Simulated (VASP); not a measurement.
## ScAl: electric field gradients with LDA

Crystal: ScAl.

```
Sc Al
1.0
     2.19187   -5.31931    0.00000
     2.19187    5.31931    0.00000
     0.00000    0.00000    3.82092
Sc Al
2 2
Cartesian
  2.1919 -3.8797 2.8657
  2.1919 3.8797 0.9552
  2.1919 -0.8990 2.8657
  2.1919 0.8990 0.9552
```

This cell differs from its parent crystal: functional lda, volume scaled by 1.04.

```
Program                : VASP 6.6.1
Task                   : electric field gradients
Functional             : LDA
Potentials or basis    : VASP PAW LDA potentials, release 64 (Sc_sv, Al)
Cutoff                 : 520 eV
k mesh                 : 10 × 10 × 11
Occupations            : fermi-dirac, width 0.05 eV
Spin                   : no spin polarisation
Dipole correction      : no
Further INCAR settings : ALGO = Normal; EDIFF = 1e-08; NBANDS = 22
```

* Pressure: -6.4 GPa
* Largest force: 0.092 eV/Å
* Band gap on the k mesh: zero (band 14 reaches 4.78 eV, above the bottom of band 15 at 3.66 eV)

Forces in eV/Å, atoms in the order of the input:
```
Sc   0.000 -0.092  0.000
Sc   0.000  0.092  0.000
Al   0.000  0.026  0.000
Al   0.000 -0.026  0.000
```

Stress tensor (GPa, compression positive):
```
-7.22  0.00  0.00
 0.00 -6.33  0.00
 0.00  0.00 -5.74
```

Levels at points of the mesh, in eV from the Fermi level:
```
           k point  band 12  band 13  band 14  band 15  band 16  band 17
(0.00, 0.00, 0.00)    -0.68    -0.24     0.35     0.82     0.98     1.83
(0.50, 0.00, 0.00)    -2.00    -0.36     0.06     1.02     1.15     1.78
(0.50, 0.50, 0.00)    -0.50     0.03     0.38     0.61     1.19     1.44
```

Electric field gradients, principal values (V/Å²):
```
atom   least  middle  greatest (by size)
1 Sc  -4.249  -4.614               8.863
2 Sc  -4.249  -4.614               8.863
3 Al  -3.983  -8.827              12.810
4 Al  -3.983  -8.827              12.810
```

Wall time 3 min on 1 thread of Intel(R) Xeon(R) 6975P-C (Granite Rapids), with other jobs on the host, peak memory 0.43 GiB.

Caveat: without QUAD_EFG the Cq values of the log hold for a quadrupole moment of 1 mb, not for the nuclei.
